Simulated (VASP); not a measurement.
# CaPd5 (P6/mmm) in VASP: relaxation of cell and atoms with LDA

Aim: the relaxation of cell and atoms of CaPd5 with LDA.

All numbers are computed with VASP 6.6.1; they aren't measurements. Logs are shortened: lines on timing, memory, paths and dates and some standing lists are left out, and cuts for length are marked.

### 1 The cell of the first run

It takes space group P6/mmm (No. 191, hexagonal). Conventional cell: a = 5.147 Å, b = 5.147 Å, c = 4.224 Å, α = 90.00°, β = 90.00°, γ = 120.00°. Ca (site symmetry 6/mmm) has 18 Pd at 2.97 to 3.33 Å within 3.9 Å. Pd (site symmetry mmm) has 8 Pd at 2.57 to 2.58 Å and 4 Ca at 3.33 Å within 3.4 Å. Within 3.4 Å of Pd (site symmetry -6m2) lie 9 Pd at 2.58 to 2.97 Å and 3 Ca at 2.97 Å.

### 2 Relaxation of cell and atoms, LDA

INCAR reads:

```
SYSTEM = CaPd5
PREC = Accurate ; ENCUT = 600
EDIFF = 1E-6 ; ISMEAR = -1
SIGMA = 0.1 ; LREAL = .FALSE.
LASPH = .TRUE. ; NELM = 60
ALGO = Normal ; ISIF = 3
LWAVE = .FALSE. ; LCHARG = .FALSE.
IBRION = 2 ; NSW = 80
EDIFFG = -0.01
```

KPOINTS reads:

```
Automatic mesh
0
G
  5 5 5
  0 0 0
```

POSCAR reads:

```
CaPd5
1.0
    5.1470000000      0.0000000000      0.0000000000
   -2.5735000000      4.4574300000      0.0000000000
    0.0000000000      0.0000000000      4.2240000000
Ca Pd
1 5
Direct
    0.0000000000      0.0000000000      0.0000000000
    0.5000000000      0.0000000000      0.5000000000
    0.5000000000      0.5000000000      0.5000000000
    0.0000000000      0.5000000000      0.5000000000
    0.3333333333      0.6666666667      0.0000000000
    0.6666666667      0.3333333333      0.0000000000
```

Potentials or basis: VASP PAW LDA potentials, release 64 (Ca_sv, Pd).

Started as:

```
$ cat potpaw_LDA.64/Ca_sv/POTCAR potpaw_LDA.64/Pd/POTCAR > POTCAR
$ mpirun -np 1 vasp_std > vasp.out
```

OUTCAR:

```text
SYSTEM = CaPd5
   PREC = Accurate
   ENCUT = 600
   EDIFF = 1E-6
   ISMEAR = -1
   LREAL = .FALSE.
   LASPH = .TRUE.
   NELM = 60
   ISIF = 3
   IBRION = 2
   NSW = 80
   EDIFFG = -0.01

 ion  position               nearest neighbor table
   1  0.000  0.000  0.000-   5 2.97   6 2.97   6 2.97   5 2.97   6 2.97   5 2.97
   2  0.500  0.000  0.500-   3 2.57   4 2.57   3 2.57   4 2.57   5 2.58   6 2.58   5 2.58   6 2.58

   3  0.500  0.500  0.500-   2 2.57   2 2.57   4 2.57   4 2.57   5 2.58   6 2.58   5 2.58   6 2.58

   4  0.000  0.500  0.500-   2 2.57   2 2.57   3 2.57   3 2.57   5 2.58   6 2.58   5 2.58   6 2.58

   5  0.333  0.667  0.000-   2 2.58   2 2.58   4 2.58   4 2.58   3 2.58   3 2.58   6 2.97   1 2.97
                             6 2.97   1 2.97   1 2.97   6 2.97
   6  0.667  0.333  0.000-   2 2.58   2 2.58   4 2.58   4 2.58   3 2.58   3 2.58   5 2.97   1 2.97
                             5 2.97   1 2.97   1 2.97   5 2.97

  LATTYP: Found a hexagonal cell.
 ALAT       =     5.1470000000
 C/A-ratio  =     0.8206722363

  Lattice vectors:

 A1 = (   5.1470000000,   0.0000000000,   0.0000000000)
 A2 = (  -2.5735000000,   4.4574300000,   0.0000000000)
 A3 = (   0.0000000000,   0.0000000000,   4.2240000000)

Analysis of symmetry for initial positions (statically):
=====================================================================
 Subroutine PRICEL returns:
 Original cell was already a primitive cell.

 Routine SETGRP: Setting up the symmetry group for a
 hexagonal supercell.

 Subroutine GETGRP returns: Found 24 space group operations
 (whereof 24 operations were pure point group operations)
 out of a pool of 24 trial point group operations.

The static configuration has the point symmetry D_6h.

Analysis of symmetry for dynamics (positions and initial velocities):
=====================================================================
 Subroutine PRICEL returns:
 Original cell was already a primitive cell.

 Routine SETGRP: Setting up the symmetry group for a
 hexagonal supercell.

 Subroutine GETGRP returns: Found 24 space group operations
 (whereof 24 operations were pure point group operations)
 out of a pool of 24 trial point group operations.

The dynamic configuration has the point symmetry D_6h.

 Subroutine INISYM returns: Found 24 space group operations
 (whereof 24 operations are pure point group operations),
 and found     1 'primitive' translations

----------------------------------------------------------------------------------------
[... 94 lines left out ...]
   NSW    =     80    number of steps for IOM
   IBRION =      2    ionic relax: 0-MD 1-quasi-New 2-CG
   NFREE  =      1    steps in history (QN), initial steepest desc. (CG)
   ISIF   =      3    stress and relaxation
   ISYM   =      2    0-nonsym 1-usesym 2-fastsym
   POTIM  = 0.5000    time-step for ionic-motion
   TEBEG  =    0.0;   TEEND  =   0.0 temperature during run
   PSTRESS=    0.0 pullay stress
   NELECT =      60.0000    total number of electrons
   NUPDOWN=      -1.0000    fix difference up-down
   EMIN   =  10.00;   EMAX   =-10.00  energy-range for DOS
   EFERMI =   0.00;   METHOD = LEGACY
   ISMEAR =    -1;   SIGMA  =   0.10  broadening in eV -4-tet -1-fermi 0-gaus
   EFERMI_NEDOS =   21; number of points for ismear=-14 and -15
   IALGO  =     38    algorithm
   IMIX   =      4    mixing-type and parameters
     AMIX     =   0.40;   BMIX     =  1.00
     AMIX_MAG =   1.60;   BMIX_MAG =  1.00
  volume/ion in A,a.u.               =      16.15       109.00
  Fermi-wavevector in a.u.,A,eV,Ry     =   1.395311  2.636756 26.489088  1.946893
  Thomas-Fermi vector in A             =   2.518775
   LORBIT       =      0    0 simple, 1 ext, 2 COOP (PROOUT), +10 PAW based schemes
   GGA     = CA    functional components
   LHFCALC =     F    Hartree Fock is set to
   AEXX    =    0.0000 exact exchange contribution
   IVDW    =     0    specifies the selected vdW correction
   LEPSILON=     F    determine dielectric tensor
   LRPA    =     F    only Hartree local field effects (RPA)
 conjugate gradient relaxation of ions
 non-spin polarized calculation
  energy-cutoff  :      600.00
  volume of cell :       96.91
 maximum number of plane-waves:      3251
 NGX is ok and might be reduce to    42
   NGX = 21   NGY = 21   NGZ = 17

--------------------------------------- Ionic step        1  -------------------------------------------

 number of electron      60.0000014 magnetization

 Free energy of the ion-electron system (eV)
  ---------------------------------------------------
  ext. energy  EPLUGINS =         0.00000000
  ---------------------------------------------------
  free energy    TOTEN  =       -36.70167112 eV

  energy without entropy =      -36.54788243  energy(sigma->0) =      -36.62477678

------------------------ aborting loop because EDIFF is reached ----------------------------------------

  FORCE on cell =-STRESS in cart. coord.  units (eV):
  Direction    XX          YY          ZZ          XY          YZ          ZX
  --------------------------------------------------------------------------------------
  -------------------------------------------------------------------------------------
  Total        4.6490654      4.6490596      7.7125126      0.0000000     -0.0000000      0.0000000
  in kB       76.8623439     76.8622489    127.5098872      0.0000000     -0.0000000      0.0000000
  external PRESSURE =      93.7448267 kB  Pullay stress =       0.0000000 kB
[... 101 lines left out ...]
  FREE ENERGIE OF THE ION-ELECTRON SYSTEM (eV)
  ---------------------------------------------------
  free  energy   TOTEN  =       -36.8580405302 eV

  energy  without entropy=      -36.6924242628  energy(sigma->0) =      -36.77523240

[... ionic steps 4 to 8 ...]

--------------------------------------- Ionic step        9  -------------------------------------------

 number of electron      59.9999986 magnetization

------------------------ aborting loop because EDIFF is reached ----------------------------------------
[... 75 lines left out ...]
--------------------------------------- Ionic step       11  -------------------------------------------

 number of electron      59.9999985 magnetization

 Free energy of the ion-electron system (eV)
  ---------------------------------------------------
  ext. energy  EPLUGINS =         0.00000000
  ---------------------------------------------------
  free energy    TOTEN  =       -36.86135065 eV

  energy without entropy =      -36.69490326  energy(sigma->0) =      -36.77812695

 E-fermi :   7.7250     XC(G=0): -12.3193

 val. band max:        7.7076327753   @ k =   0.2000   0.2000   0.0000
 cond. band min:       7.7978007977   @ k =   0.2000   0.0000   0.2000
 fundamental gap:      0.0901680224
 Fermi energy:         7.7249841523

 k-point     1 :       0.0000    0.0000    0.0000
  band No.  band energies     occupation
      1     -31.9855      2.00000
      2     -13.3227      2.00000
      3     -13.3227      2.00000
      4     -13.3217      2.00000
      5       0.6067      2.00000
      6       2.0547      2.00000
[... 607 lines left out ...]
  FREE ENERGIE OF THE ION-ELECTRON SYSTEM (eV)
  ---------------------------------------------------
  free  energy   TOTEN  =       -36.8613506473 eV

  energy  without entropy=      -36.6949032624  energy(sigma->0) =      -36.77812695

 reached required accuracy - stopping structural energy minimisation
```

CONTCAR:

```text
CaPd5
   1.00000000000000
     5.2012310556138575    0.0000000000000000    0.0000000000000000
    -2.6006155278069287    4.5043953856782206   -0.0000000000000000
     0.0000000000000000   -0.0000000000000000    4.3534567877877048
  Ca              Pd
     1     5
Direct
     0.0000000000000000    0.0000000000000000    0.0000000000000000
     0.5000000000000000    0.0000000000000000    0.5000000000000000
     0.5000000000000000    0.5000000000000000    0.5000000000000000
     0.0000000000000000    0.5000000000000000    0.5000000000000000
     0.3333333332999970    0.6666666667000030    1.0000000000000000
     0.6666666667000030    0.3333333332999970    0.0000000000000000

  0.00000000E+00  0.00000000E+00  0.00000000E+00
  0.00000000E+00  0.00000000E+00  0.00000000E+00
  0.00000000E+00  0.00000000E+00  0.00000000E+00
  0.00000000E+00  0.00000000E+00  0.00000000E+00
  0.00000000E+00  0.00000000E+00  0.00000000E+00
  0.00000000E+00  0.00000000E+00  0.00000000E+00
```

It took 12 min on 1 thread of Intel Xeon 8259CL, shared host; peak memory 0.24 GiB.

Results:

```yaml
Free_energy: -36.8614 eV
Relaxed_volume: 17.00 Å³/atom
Relaxed_cell: a = 5.201 Å, b = 5.201 Å, c = 4.353 Å, α = 90.00°, β = 90.00°, γ = 120.00°
Space_group_after_relaxing_to_0.1_Å: P6/mmm (No. 191)
Energy_gained_by_relaxing: 26.6 meV/atom
Ionic_steps: 11
Pressure_after_relaxing: 0.0 GPa
Band_gap_on_the_k_mesh: zero (bands 30 and 31 overlap by 0.71 eV)
```

The path:
```
step  energy change (eV)  largest force (eV/Å)  pressure (GPa)  volume (Å³)
   1              0.0000                0.0000            9.37        96.91
   2              0.1455                0.0000          -10.19       110.76
   3             -0.1564                0.0000           -0.37       102.35
   4             -0.1564                0.0000           -0.19       102.24
   5             -0.1564                0.0000           -0.03       102.13
   6             -0.1593                0.0000            0.09       101.96
   7             -0.1596                0.0000            0.16       101.89
   8             -0.1596                0.0000            0.17       101.89
   9             -0.1596                0.0000            0.18       101.88
  10             -0.1596                0.0000           -0.21       102.14
  11             -0.1597                0.0000            0.00       101.99
```

Final structure:
```
CELL_PARAMETERS angstrom
5.20123 0.00000 0.00000
-2.60062 4.50440 0.00000
0.00000 0.00000 4.35346
ATOMIC_POSITIONS crystal
Ca 0.00000 0.00000 0.00000
Pd 0.50000 0.00000 0.50000
Pd 0.50000 0.50000 0.50000
Pd 0.00000 0.50000 0.50000
Pd 0.33333 0.66667 0.00000
Pd 0.66667 0.33333 0.00000
```
